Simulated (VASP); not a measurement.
Crystal: Pt.

```
CELL_PARAMETERS angstrom
0.00000 1.96000 1.96000
1.96000 0.00000 1.96000
1.96000 1.96000 0.00000
ATOMIC_POSITIONS crystal
Pt 0.00000 0.00000 0.00000
```

* Program: VASP 6.6.1
* Task: relaxation of volume and atoms at fixed shape
* Functional: LDA
* Potentials or basis: VASP PAW LDA potentials, release 64 (Pt)
* Cutoff: 500 eV
* k mesh: 10 × 10 × 10
* Occupations: methfessel-paxton, width 0.1 eV
* Spin: no spin polarisation

At the start: pressure -5.2 GPa; volume 15.06 Å³/atom.

Where does the relaxation end?

Over 4 steps the energy falls by 4.3 meV/atom and the volume is 14.80 Å³/atom (-1.7 %); space group Fm-3m (No. 225, to 0.1 Å) before and after.

The path:
```
step  energy change (eV)  largest force (eV/Å)  pressure (GPa)  volume (Å³)
   1              0.0000                0.0000           -5.15        15.06
   2              0.0387                0.0000           18.98        14.03
   3             -0.0043                0.0000           -0.12        14.80
   4             -0.0043                0.0000           -0.01        14.80
```

Final structure:
```xyz
1
Lattice="0.0000 1.9486 1.9486 1.9486 0.0000 1.9486 1.9486 1.9486 0.0000" Properties=species:S:1:pos:R:3 pbc="T T T"
Pt    0.0000    0.0000    0.0000
```
